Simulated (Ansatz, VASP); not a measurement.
**Zn2GaCu5Ge2Se10: VASP beside Ansatz**

```
Cu Zn Ga Ge Se
1.0
     2.85898    2.87965    5.75802
    -2.81112   -2.79337    5.69064
     8.50656   -5.64071    2.85513
Cu Zn Ga Ge Se
5 2 1 2 10
Direct
  0.20072 0.98153 0.60414
  0.60675 0.98947 0.80259
  0.00842 0.99233 0.99713
  0.80227 0.97093 0.40236
  0.50472 0.51125 0.99422
  0.08884 0.52319 0.81255
  0.40745 0.97769 0.18901
  0.90291 0.51061 0.19018
  0.29223 0.51260 0.40024
  0.68399 0.51417 0.61041
  0.56479 0.88844 0.60358
  0.47479 0.36456 0.80378
  0.96674 0.89108 0.80244
  0.37221 0.87860 0.99037
  0.77675 0.88327 0.19733
  0.70072 0.35426 0.40013
  0.16178 0.89362 0.40166
  0.06385 0.36588 0.60833
  0.87012 0.36732 0.00231
  0.28168 0.37516 0.18784
```

Alike in both runs: functional PBE; k mesh 3 × 3 × 2; occupations gaussian, width 0.1 eV; no spin polarisation.

Ansatz relaxed the structure, and its values are those at the end. VASP's run is a single point on that final structure, the one shown.

```csv
,VASP,Ansatz
version,VASP 6.6.1,Ansatz 0.2.0
potentials or method,"VASP PAW PBE potentials, release 64 (Cu, Zn, Ga_d, Ge_d, Se), cutoff 520 eV","scalar-relativistic, plane waves, PAW"
valence electrons in the cell,180,320
```

VASP gave:

- gap on the k mesh at the Fermi level (eV): none
- pressure (GPa): 0.2
- rms of the force components (eV/Å): 0.011

Q: Estimate Ansatz's values.

A: gap on the k mesh at the Fermi level (eV): none; pressure (GPa): 0.0; rms of the force components (eV/Å): 0.011.

A gap of «none» marks a metal or a gap that the smearing closes. VASP's potentials hold 180 valence electrons a cell and Ansatz's 320, so a difference there can come from the potentials and not from the codes.
